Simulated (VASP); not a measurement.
## PbS: single point with B3LYP

The system is PbS.

```
CELL_PARAMETERS angstrom
4.08970 0.00000 0.00000
-2.04485 3.54178 0.00000
0.00000 0.00000 3.78817
ATOMIC_POSITIONS crystal
Pb 0.00000 0.00000 0.00000
S 0.66667 0.33333 0.50000
```

```json
{
  "Program": "VASP 6.6.1",
  "Task": "single point",
  "Functional": "B3LYP",
  "Potentials or basis": "VASP PAW PBE potentials, release 64 (Pb_d, S)",
  "Cutoff": "520 eV",
  "k mesh": "4 × 4 × 4",
  "Occupations": "fermi-dirac, width 0.05 eV",
  "Spin": "no spin polarisation"
}
```

```json
{"Pressure": "1.8 GPa", "Band gap on the k mesh": "1.16 eV (least direct gap 1.88 eV)"}
```

Stress tensor (GPa, compression positive):
```
1.61 0.00 0.00
0.00 1.61 0.00
0.00 0.00 2.32
```

Levels at points of the mesh, in eV from the valence-band top:
| k point | band 6 | band 7 | band 8 | band 9 | band 10 | band 11 | band 12 | band 13 | band 14 | band 15 |
| --- | --- | --- | --- | --- | --- | --- | --- | --- | --- | --- |
| (0.00, 0.00, 0.00) | -14.41 | -6.98 | -2.49 | -1.96 | -1.96 | 4.49 | 4.49 | 6.61 | 7.72 | 8.40 |
| (0.50, 0.00, 0.00) | -13.26 | -9.21 | -3.04 | -1.88 | -1.41 | 2.85 | 4.96 | 6.42 | 6.71 | 12.47 |
| (0.00, 0.00, 0.50) | -13.25 | -9.77 | -1.33 | -1.33 | 0.00 | 1.88 | 4.88 | 4.88 | 9.59 | 9.59 |
| (0.50, 0.00, 0.50) | -12.58 | -8.02 | -4.49 | -4.40 | -1.67 | 3.08 | 3.83 | 3.91 | 9.68 | 12.16 |

Run time: 20 min on 1 thread of AMD EPYC 7R13 (shared host), peak memory 0.16 GiB.

Caveat: the k points lie up to 0.44 Å⁻¹ apart; the PAW data sets were made with another functional, which shifts forces and pressure a little; spin-orbit coupling is left out, which moves the levels of the heavy elements. A k mesh can miss the band edges.
